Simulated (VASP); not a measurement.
A run of VASP 6.6.1 is set up as follows.

INCAR

```
SYSTEM = YbB2
ALGO = Normal
EDIFF = 1E-7
EDIFFG = -0.01
ENCUT = 600
GGA = PE
IBRION = 2
ISIF = 4
ISMEAR = 0
LASPH = .True.
LCHARG = .False.
LREAL = .False.
LWAVE = .False.
NELM = 80
NSW = 50
PREC = Accurate
SIGMA = 0.1
```

File KPOINTS:

```
k-points
0
Gamma
  15 15 12
  0 0 0
```

POSCAR

```
YbB2
1.0
    3.3175665355      0.0000000000      0.0000000000
   -1.6587832677      2.8730968985      0.0000000000
    0.0000000000      0.0000000000      3.9717438211
Yb B
1 2
Direct
    0.0000000000      0.0000000000      0.0000000000
    0.3333333333      0.6666666667      0.5000000000
    0.6666666667      0.3333333333      0.5000000000
```

Potentials or basis: VASP PAW PBE potentials, release 64 (Yb, B).

The run is started by

```sh
$ cat potpaw_PBE.64/Yb/POTCAR potpaw_PBE.64/B/POTCAR > POTCAR
$ mpirun -np 1 vasp_std > vasp.out
```

**Question.** What does it give for the band gap on the k mesh?

**Answer.** Zero (bands 15 and 16 overlap by 1.15 eV).

Final structure:
```
Yb B
1.0
     3.31565    0.00000    0.00000
    -1.65783    2.87144    0.00000
     0.00000    0.00000    3.97633
Yb B
1 2
Direct
  0.00000 0.00000 0.00000
  0.33333 0.66667 0.50000
  0.66667 0.33333 0.50000
```

Caveat: spin-orbit coupling is left out, which moves the levels of the heavy elements. Spin polarisation is off, so any magnetic state and its effect on volume and gap are missing.
